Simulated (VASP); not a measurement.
Input of a VASP 6.6.1 run:

INCAR

```
SYSTEM = CsPbCl3
PREC = Accurate
ENCUT = 520
EDIFF = 1E-7
ISMEAR = 0
SIGMA = 0.05
LREAL = .False.
LASPH = .True.
NELM = 60
ALGO = Normal
ISIF = 2
LWAVE = .False.
LCHARG = .True.
GGA = CA
LELF = .True.
LVHAR = .True.
NBANDS = 30
```

The input KPOINTS:

```
Automatic mesh
0
Gamma
  6 6 6
  0 0 0
```

Contents of POSCAR:

```
CsPbCl3
1.0
    5.9315885975      1.4828971494      1.4828971494
    1.4828971494      5.9315885975      1.4828971494
    1.4828971494      1.4828971494      5.9315885975
Cs Pb Cl
1 1 3
Direct
    0.0000000000      0.0000000000      0.0000000000
    0.5000000000      0.5000000000      0.5000000000
    0.0000000000      0.5000000000      0.5000000000
    0.5000000000      0.0000000000      0.5000000000
    0.5000000000      0.5000000000      0.0000000000
```

Potentials or basis: VASP PAW LDA potentials, release 64 (Cs_sv, Pb_d, Cl).

Command:

```console
$ cat potpaw_LDA.64/Cs_sv/POTCAR potpaw_LDA.64/Pb_d/POTCAR potpaw_LDA.64/Cl/POTCAR > POTCAR
$ mpirun -np 1 vasp_std > vasp.out
```

(1) Estimate the band gap on the k mesh.

(2) Predict the pressure.

Results:

(1) 0.35 eV, direct.

(2) 0.3 GPa.

Caveat: spin-orbit coupling is left out, which moves the levels of the heavy elements.
